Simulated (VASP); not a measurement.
Runs of VASP 6.6.1 on CoSi2. The structure is that of space group Fm-3m (No. 225), or close to it. The cells are those of the table. 

```csv
cell,gap on the mesh (eV),pressure (GPa)
"a = 3.680 Å, angles 60.0°, 3 atoms",none,(a)
"a = 3.794 Å, angles 60.0°, 3 atoms",none,-5.4
"a = 3.600 Å, angles 60.0°, 3 atoms",none,33.2
"a = 3.756 Å, angles 60.0°, 3 atoms",none,0.0
"a = 3.719 Å, angles 60.0°, 3 atoms",none,6.5
"a = 3.640 Å, angles 60.0°, 3 atoms",none,(b)
"a = 3.878 Å, angles 60.0°, 3 atoms",none,-14.9
"a = 3.787 Å, angles 60.0°, 3 atoms",none,-4.5
"a = 3.830 Å, angles 60.0°, 3 atoms",none,-9.9
```

Alike in all rows: task single point; level PBEsol; potentials or basis VASP PAW PBE potentials, release 64 (Co, Si); no spin polarisation; k mesh 14 × 14 × 14; cutoff (eV) 520; smearing gaussian 0.1 eV.

Q: Fill in the values left out.

A: (a) 14.0; (b) 22.8.

Caveats: the PAW data sets were made with another functional, which shifts forces and pressure a little; the run has no spin polarisation, though such a crystal can be magnetic; the cell stands under pressure (at least some runs); the cell stands under tension (at least some runs).

A gap of «none» marks levels without a gap at the run's occupations.
